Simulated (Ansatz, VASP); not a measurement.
**Two plane-wave programs on LiCl**

POSCAR

```
LiCl
1.0
    5.4018626351      3.1187668465      1.2364890186
   -5.4018626351      3.1187668465      1.2364890186
    0.0000000000     -6.2375336931      1.2364890185
Li Cl
3 3
Direct
    0.7991333562      0.1864739082      0.7991333562
    0.1864739082      0.7991333562      0.7991333562
    0.7991333562      0.7991333562      0.1864739082
    0.1929445374      0.1929445374      0.8293703045
    0.8293703045      0.1929445374      0.1929445374
    0.1929445374      0.8293703045      0.1929445374
```

File INCAR.step1:

```
PREC = Accurate
ENCUT = 520
ISMEAR = 0
SIGMA = 0.02
LREAL = False
LASPH = True
NELM = 100
NBANDS = 24
GGA = PE
ALGO = Normal
EDIFF = 1E-4
LWAVE = True
LCHARG = False
```

The input INCAR.step2:

```
PREC = Accurate
ENCUT = 520
EDIFF = 1E-7
ISMEAR = 0
SIGMA = 0.02
LREAL = False
LASPH = True
NELM = 100
ALGO = Normal
ISIF = 2
LWAVE = False
LCHARG = False
METAGGA = R2SCAN
LMIXTAU = True
NBANDS = 24
ISTART = 1
```

KPOINTS

```
Automatic mesh
0
Gamma
  6 6 6
```

Input for Ansatz:

```yaml
crystal:
  lattice:
    - [5.4018626351, 3.1187668465, 1.2364890186]
    - [-5.4018626351, 3.1187668465, 1.2364890186]
    - [0.0, -6.2375336931, 1.2364890185]
  atoms:
    - { symbol: Li, position: [0.7991333562, 0.1864739082, 0.7991333562] }
    - { symbol: Li, position: [0.1864739082, 0.7991333562, 0.7991333562] }
    - { symbol: Li, position: [0.7991333562, 0.7991333562, 0.1864739082] }
    - { symbol: Cl, position: [0.1929445374, 0.1929445374, 0.8293703045] }
    - { symbol: Cl, position: [0.8293703045, 0.1929445374, 0.1929445374] }
    - { symbol: Cl, position: [0.1929445374, 0.8293703045, 0.1929445374] }
basis:
  ecutwfc: 500
kpoints:
  mp_grid: { grid: [6, 6, 6] }
  band_path:
    path:
      - [[0.0, 0.0, 0.0], [0.5, 0.0, 0.0], [0.5, -0.5, 0.5], [0.19286438, -0.80713562, 0.19286438]]
      - [[0.19286438, 0.19286438, 0.19286438], [0.0, 0.0, 0.0], [0.5, -0.5, 0.0]]
    npoints: 14
hamiltonian:
  xc: r2scan
scf:
  occupations: { method: gaussian, width: 0.02 }
  n_extra_bands: 15
output:
  forces: true
  stress: true
  eigenvalues: true
  populations: true
  dos: { projected: true, de: 0.02, nscf_kmesh: { grid: [9, 9, 9] } }
  bader: true
  write_density: true
  write_potential: true
  elf: true
  volumetric_format: npy
```

Alike in both runs: task single point; functional r2SCAN; k mesh 6 × 6 × 6; occupations gaussian, width 0.02 eV; no spin polarisation.

|  | VASP | Ansatz |
| --- | --- | --- |
| version | VASP 6.6.1 | Ansatz 0.2.0 |
| potentials or method | VASP PAW PBE potentials, release 64 (Li_sv, Cl), cutoff 520 eV | scalar-relativistic, plane waves, PAW |
| valence electrons in the cell | 30 | 30 |

|  | VASP | Ansatz | Ansatz less VASP |
| --- | --- | --- | --- |
| gap on the k mesh at the Fermi level (eV) | 6.42 | 6.37 | -0.050 |
| least direct gap on the mesh (eV) | 6.42 | 6.37 | -0.050 |
| rms of the force components (eV/Å) | 0.012 | 0.005 | -0.0068 |

VASP's potentials were made for PBE, not for r2SCAN. Atom by atom the forces differ by 0.012 eV/Å (rms over components).

Noted on VASP's run: the cutoff is under 1.25 times that of the potentials, so the pressure is a little rough.
